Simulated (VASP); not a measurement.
Here is a VASP 6.6.1 calculation.

INCAR

```
PREC = Accurate ; ENCUT = 520
EDIFF = 1E-6 ; ISMEAR = -1
SIGMA = 0.05 ; LREAL = F
LASPH = T ; NELM = 150
ALGO = Normal ; ISIF = 2
LWAVE = F ; LCHARG = F
ISPIN = 2 ; MAGMOM = 4.5 0
LORBIT = 11 ; LMAXMIX = 4
LDAU = T ; LDAUTYPE = 2
LDAUL = 2 -1 ; LDAUU = 6.2 0
LDAUJ = 0 0 ; LDAUPRINT = 1
GGA = CA ; NBANDS = 20
```

The input KPOINTS:

```
Automatic mesh
0
Gamma
  9 9 9
```

File POSCAR:

```
MnO
1.0
    0.0000000000      2.2230000000      2.2230000000
    2.2230000000      0.0000000000      2.2230000000
    2.2230000000      2.2230000000      0.0000000000
Mn O
1 1
Direct
    0.0000000000      0.0000000000      0.0000000000
    0.5000000000      0.5000000000      0.5000000000
```

Potentials or basis: VASP PAW LDA potentials, release 64 (Mn_pv, O).

Run with:

```console
$ cat potpaw_LDA.64/Mn_pv/POTCAR potpaw_LDA.64/O/POTCAR > POTCAR
$ mpirun -np 1 vasp_std > vasp.out
```

Problem. What does it give for the site moments?

Solution. Mn +4.65; O +0.13 μB.

Problem. Estimate the band gap on the k mesh.

Solution. 0.71 eV, indirect (least direct gap 2.72 eV).

Problem. What does it give for the pressure?

Solution. -3.9 GPa.

Eigenvalues of the final occupation matrices:
| site | spin | trace | eigenvalues |
| --- | --- | --- | --- |
| site 1 d | 1 | 4.80 | 0.94 0.94 0.94 0.98 0.98 |
| site 1 d | 2 | 0.19 | 0.02 0.02 0.02 0.07 0.07 |

Caveat: a cell with one magnetic atom can't hold antiferromagnetic order, which such compounds often take. A k mesh can miss the band edges.
